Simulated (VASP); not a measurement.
# K2Ti (Fd-3m) in VASP: single point with PBE

Aim: the single point of K2Ti with PBE.

Program: VASP 6.6.1. These are calculated values, not measurements. Logs are shortened: lines on timing, memory, paths and dates and some standing lists are left out, and cuts for length are marked.

## 1. The cell of the first run

Symmetry: Fd-3m, No. 227, cubic system. The conventional cell has a = 9.779 Å, b = 9.779 Å, c = 9.779 Å, α = 90.00°, β = 90.00°, γ = 90.00°. Within 4.5 Å of K (site symmetry -3m) lie 6 K at 3.46 Å and 6 Ti at 4.05 Å. Ti (site symmetry -43m) has 12 K at 4.05 Å and 4 Ti at 4.23 Å within 5.3 Å.

## 2. Single point, PBE

INCAR

```
SYSTEM = K2Ti
PREC = Accurate ; ENCUT = 520
EDIFF = 1E-6 ; ISMEAR = 0
SIGMA = 0.1 ; LREAL = .False.
LASPH = .True. ; NELM = 100
ALGO = Normal ; ISIF = 2
LWAVE = .False. ; LCHARG = .False.
GGA = PE ; NBANDS = 39
```

KPOINTS

```
Automatic mesh
0
Gamma
  4 4 4
  0 0 0
```

POSCAR

```
K2Ti
1.0
    0.0000000000      4.8896223997      4.8896223997
    4.8896223997      0.0000000000      4.8896223997
    4.8896223997      4.8896223997      0.0000000000
K Ti
4 2
Direct
    0.6250000000      0.6250000000      0.6250000000
    0.1250000000      0.6250000000      0.6250000000
    0.6250000000      0.6250000000      0.1250000000
    0.6250000000      0.1250000000      0.6250000000
    0.0000000000      0.0000000000      0.0000000000
    0.2500000000      0.2500000000      0.2500000000
```

Potentials or basis: VASP PAW PBE potentials, release 64 (K_sv, Ti_sv).

Launch:

```console
$ cat potpaw_PBE.64/K_sv/POTCAR potpaw_PBE.64/Ti_sv/POTCAR > POTCAR
$ mpirun -np 1 vasp_std > vasp.out
```

OUTCAR:

```text
SYSTEM = K2Ti
   PREC = Accurate
   ENCUT = 520
   EDIFF = 1E-6
   ISMEAR = 0
   LREAL = .False.
   LASPH = .True.
   NELM = 100
   ISIF = 2
   GGA = PE

 ion  position               nearest neighbor table
   1  0.625  0.625  0.625-   2 3.46   3 3.46   4 3.46   3 3.46   4 3.46   2 3.46
   2  0.125  0.625  0.625-   1 3.46   3 3.46   4 3.46   1 3.46   3 3.46   4 3.46
   3  0.625  0.625  0.125-   1 3.46   1 3.46   2 3.46   4 3.46   4 3.46   2 3.46
   4  0.625  0.125  0.625-   1 3.46   3 3.46   1 3.46   2 3.46   3 3.46   2 3.46
   5  0.000  0.000  0.000-
   6  0.250  0.250  0.250-

  LATTYP: Found a face centered cubic cell.
 ALAT       =     9.7792447994

  Lattice vectors:

 A1 = (   0.0000000000,   4.8896223997,   4.8896223997)
 A2 = (   4.8896223997,   0.0000000000,   4.8896223997)
 A3 = (   4.8896223997,   4.8896223997,   0.0000000000)

Analysis of symmetry for initial positions (statically):
=====================================================================
 Subroutine PRICEL returns:
 Original cell was already a primitive cell.

 Routine SETGRP: Setting up the symmetry group for a
 face centered cubic supercell.

 Subroutine GETGRP returns: Found 48 space group operations
 (whereof 24 operations were pure point group operations)
 out of a pool of 48 trial point group operations.

The static configuration has the point symmetry T_d .
 The point group associated with its full space group is O_h .

Analysis of symmetry for dynamics (positions and initial velocities):
=====================================================================
 Subroutine PRICEL returns:
 Original cell was already a primitive cell.

 Routine SETGRP: Setting up the symmetry group for a
 face centered cubic supercell.

 Subroutine GETGRP returns: Found 48 space group operations
 (whereof 24 operations were pure point group operations)
 out of a pool of 48 trial point group operations.

The dynamic configuration has the point symmetry T_d .
 The point group associated with its full space group is O_h .

 Subroutine INISYM returns: Found 48 space group operations
 (whereof 24 operations are pure point group operations),
 and found     1 'primitive' translations

----------------------------------------------------------------------------------------

                                     Primitive cell

  volume of cell :     233.8062

[... 80 lines left out ...]
   LREAL  =      F    real-space projection
   EDIFFG = 0.1E-04   stopping-criterion for IOM
   NSW    =      0    number of steps for IOM
   IBRION =     -1    ionic relax: 0-MD 1-quasi-New 2-CG
   NFREE  =      0    steps in history (QN), initial steepest desc. (CG)
   ISIF   =      2    stress and relaxation
   ISYM   =      2    0-nonsym 1-usesym 2-fastsym
   POTIM  = 0.5000    time-step for ionic-motion
   TEBEG  =    0.0;   TEEND  =   0.0 temperature during run
   PSTRESS=    0.0 pullay stress
   NELECT =      60.0000    total number of electrons
   NUPDOWN=      -1.0000    fix difference up-down
   EMIN   =  10.00;   EMAX   =-10.00  energy-range for DOS
   EFERMI =   0.00;   METHOD = LEGACY
   ISMEAR =     0;   SIGMA  =   0.10  broadening in eV -4-tet -1-fermi 0-gaus
   EFERMI_NEDOS =   21; number of points for ismear=-14 and -15
   IALGO  =     38    algorithm
   IMIX   =      4    mixing-type and parameters
     AMIX     =   0.40;   BMIX     =  1.00
     AMIX_MAG =   1.60;   BMIX_MAG =  1.00
  volume/ion in A,a.u.               =      38.97       262.97
  Fermi-wavevector in a.u.,A,eV,Ry     =   1.040335  1.965948 14.725547  1.082297
  Thomas-Fermi vector in A             =   2.174906
   LORBIT       =      0    0 simple, 1 ext, 2 COOP (PROOUT), +10 PAW based schemes
   GGA     = PE    functional components
   LHFCALC =     F    Hartree Fock is set to
   AEXX    =    0.0000 exact exchange contribution
   IVDW    =     0    specifies the selected vdW correction
   LEPSILON=     F    determine dielectric tensor
   LRPA    =     F    only Hartree local field effects (RPA)
 non-spin polarized calculation
 Gauss-broadening in eV      SIGMA  =   0.10
  energy-cutoff  :      520.00
  volume of cell :      233.81
 maximum number of plane-waves:      6346
 NGX is ok and might be reduce to    54
   NGX = 25   NGY = 25   NGZ = 25

 number of electron      59.9999993 magnetization

 Free energy of the ion-electron system (eV)
  ---------------------------------------------------
  ext. energy  EPLUGINS =         0.00000000
  ---------------------------------------------------
  free energy    TOTEN  =       -11.31381335 eV

  energy without entropy =      -11.18576085  energy(sigma->0) =      -11.24978710

 E-fermi :   1.7890     XC(G=0):  -7.6783

 val. band max:        1.7849856512   @ k =  -0.2500   0.5000   0.2500
 cond. band min:       1.7892285737   @ k =   0.0000   0.0000   0.0000
 fundamental gap:      0.0042429226
 Fermi energy:         1.7890005750

 k-point     1 :       0.0000    0.0000    0.0000
  band No.  band energies     occupation
      1     -55.9464      2.00000
      2     -55.9461      2.00000
      3     -32.1918      2.00000
      4     -32.1918      2.00000
      5     -32.1918      2.00000
      6     -32.1891      2.00000
[... 325 lines left out ...]
     38       2.3605      0.00000
     39       3.6942      0.00000

------------------------ aborting loop because EDIFF is reached ----------------------------------------

  FORCE on cell =-STRESS in cart. coord.  units (eV):
  Direction    XX          YY          ZZ          XY          YZ          ZX
  --------------------------------------------------------------------------------------
  -------------------------------------------------------------------------------------
  Total        0.2635927      0.2635927      0.2635927      0.0000000     -0.0000000      0.0000000
  in kB        1.8062919      1.8062919      1.8062919      0.0000000     -0.0000000      0.0000000
  external PRESSURE =       1.8062919 kB  Pullay stress =       0.0000000 kB

 VOLUME and BASIS-vectors are now :
 -----------------------------------------------------------------------------
  energy-cutoff  :      520.00
  volume of cell :      233.81
      direct lattice vectors                 reciprocal lattice vectors
     0.000000000  4.889622400  4.889622400    -0.102257385  0.102257385  0.102257385
     4.889622400  0.000000000  4.889622400     0.102257385 -0.102257385  0.102257385
     4.889622400  4.889622400  0.000000000     0.102257385  0.102257385 -0.102257385

 POSITION                                       TOTAL-FORCE (eV/Angst)
 -----------------------------------------------------------------------------------
      6.11203      6.11203      6.11203        -0.000000     -0.000000      0.000000
      6.11203      3.66722      3.66722        -0.000000     -0.000000      0.000000
      3.66722      3.66722      6.11203        -0.000000     -0.000000      0.000000
      3.66722      6.11203      3.66722        -0.000000     -0.000000      0.000000
      0.00000      0.00000      0.00000        -0.000000     -0.000000     -0.000000
      2.44481      2.44481      2.44481         0.000000      0.000000      0.000000
 -----------------------------------------------------------------------------------
    total drift:                                0.000000      0.000000      0.000000

  FREE ENERGIE OF THE ION-ELECTRON SYSTEM (eV)
  ---------------------------------------------------
  free  energy   TOTEN  =       -11.3138133484 eV

  energy  without entropy=      -11.1857608505  energy(sigma->0) =      -11.24978710
```

OSZICAR:

```text
N       E                     dE             d eps       ncg     rms          rms(c)
DAV:   1     0.606964000452E+03    0.60696E+03   -0.27944E+04   632   0.143E+03
DAV:   2     0.470292796304E+02   -0.55993E+03   -0.55119E+03   648   0.450E+02
DAV:   3    -0.818692404013E+01   -0.55216E+02   -0.53656E+02  1064   0.120E+02
DAV:   4    -0.148609953193E+02   -0.66741E+01   -0.65321E+01   928   0.313E+01
DAV:   5    -0.154956012189E+02   -0.63461E+00   -0.63178E+00  1026   0.842E+00    0.185E+01
DAV:   6    -0.192684528124E+02   -0.37729E+01   -0.12890E+02   799   0.443E+01    0.228E+01
DAV:   7    -0.113768490217E+02    0.78916E+01   -0.42727E+01   818   0.206E+01    0.588E+00
DAV:   8    -0.113101044738E+02    0.66745E-01   -0.39449E+00   923   0.537E+00    0.187E+00
DAV:   9    -0.113099091141E+02    0.19536E-03   -0.26250E-01   856   0.137E+00    0.108E+00
DAV:  10    -0.113233711198E+02   -0.13462E-01   -0.55411E-02   785   0.854E-01    0.828E-01
DAV:  11    -0.113144737485E+02    0.88974E-02   -0.52821E-02   811   0.766E-01    0.228E-01
DAV:  12    -0.113139111654E+02    0.56258E-03   -0.26412E-03  1016   0.153E-01    0.157E-01
DAV:  13    -0.113138347573E+02    0.76408E-04   -0.35854E-04   928   0.500E-02    0.911E-02
DAV:  14    -0.113138173946E+02    0.17363E-04   -0.25824E-04   968   0.770E-02    0.484E-02
DAV:  15    -0.113138265587E+02   -0.91641E-05   -0.76391E-05   832   0.205E-02    0.324E-02
DAV:  16    -0.113138172015E+02    0.93572E-05   -0.84685E-05   666   0.286E-02    0.150E-02
DAV:  17    -0.113138128378E+02    0.43637E-05   -0.16504E-05   652   0.150E-02    0.521E-03
DAV:  18    -0.113138133484E+02   -0.51057E-06   -0.91847E-07   485   0.459E-03
   1 F= -.11313813E+02 E0= -.11249787E+02  d E =-.128052E+00
```

stdout:

```text
POSCAR found type information on POSCAR K Ti
 POSCAR found :  2 types and       6 ions
 scaLAPACK will be used
 LDA part: xc-table for (Slater+PW92), standard interpolation
 POSCAR, INCAR and KPOINTS ok, starting setup
 FFT: planning ... GRIDC
 FFT: planning ... GRID_SOFT
 FFT: planning ... GRID
 WAVECAR not read
 entering main loop
```

It took 2 min on 1 thread of Intel Xeon 6975P-C (Granite Rapids), shared host; peak memory 0.4 GiB.

Results:

- Free energy: -11.3138 eV
- Pressure: 0.2 GPa
- Band gap on the k mesh: zero (band 30 reaches 1.80 eV, above the bottom of band 31 at 1.78 eV)

Levels at points of the mesh, in eV from the Fermi level:
| k point | band 27 | band 28 | band 29 | band 30 | band 31 | band 32 | band 33 | band 34 |
| --- | --- | --- | --- | --- | --- | --- | --- | --- |
| (0.00, 0.00, 0.00) | -0.22 | -0.22 | 0.00 | 0.00 | 0.16 | 0.16 | 0.16 | 0.30 |
| (0.50, 0.00, 0.00) | -0.54 | -0.21 | -0.21 | -0.01 | -0.01 | 0.35 | 0.35 | 0.36 |
| (0.50, 0.50, 0.00) | -0.58 | -0.58 | -0.04 | -0.04 | 0.12 | 0.12 | 0.26 | 0.26 |
